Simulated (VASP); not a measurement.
## Al: single point with PBE

The system is Al, a wire with vacuum.

```
CELL_PARAMETERS angstrom
13.10000 0.00000 0.00000
0.00000 13.60000 0.00000
0.00000 0.00000 6.25130
ATOMIC_POSITIONS crystal
Al 0.59590 0.55332 0.99999
Al 0.44466 0.38051 0.36657
Al 0.36491 0.51357 0.63342
Al 0.44536 0.59117 0.30228
Al 0.40410 0.44668 0.00001
Al 0.63509 0.48643 0.36658
Al 0.55534 0.61949 0.63343
Al 0.55464 0.40883 0.69772
```

```yaml
Program: VASP 6.6.1
Task: single point
Functional: PBE
Potentials_or_basis: VASP PAW PBE potentials, release 64 (Al)
Cutoff: 520 eV
k_mesh: 1 × 1 × 8
Occupations: gaussian, width 0.05 eV
Spin: no spin polarisation
Dipole_correction: no
Further_INCAR_settings: ALGO = Normal; EDIFF = 1e-06; NBANDS = 22
```

| Quantity | Value |
| --- | --- |
| Largest force | 0.018 eV/Å |

Forces on the atoms (eV/Å):
```
Al   0.007  0.004  0.000
Al   0.001  0.003  0.000
Al   0.003 -0.001  0.000
Al   0.006 -0.011 -0.012
Al  -0.007 -0.004  0.000
Al  -0.003  0.001  0.000
Al  -0.001 -0.003  0.000
Al  -0.006  0.011  0.012
```

Levels at points of the mesh, in eV from the Fermi level:
| k point | band 8 | band 9 | band 10 | band 11 | band 12 | band 13 | band 14 | band 15 | band 16 | band 17 |
| --- | --- | --- | --- | --- | --- | --- | --- | --- | --- | --- |
| (0.00, 0.00, 0.00) | -2.11 | -1.66 | -1.27 | -1.06 | -0.66 | 0.89 | 0.95 | 1.39 | 1.79 | 1.83 |
| (0.00, 0.00, 0.50) | -1.56 | -1.00 | -0.98 | -0.64 | -0.49 | 0.13 | 0.78 | 1.20 | 2.02 | 2.19 |

Run time: 7.1 min on 1 thread of Intel Xeon 8259CL (shared host), peak memory 0.96 GiB.
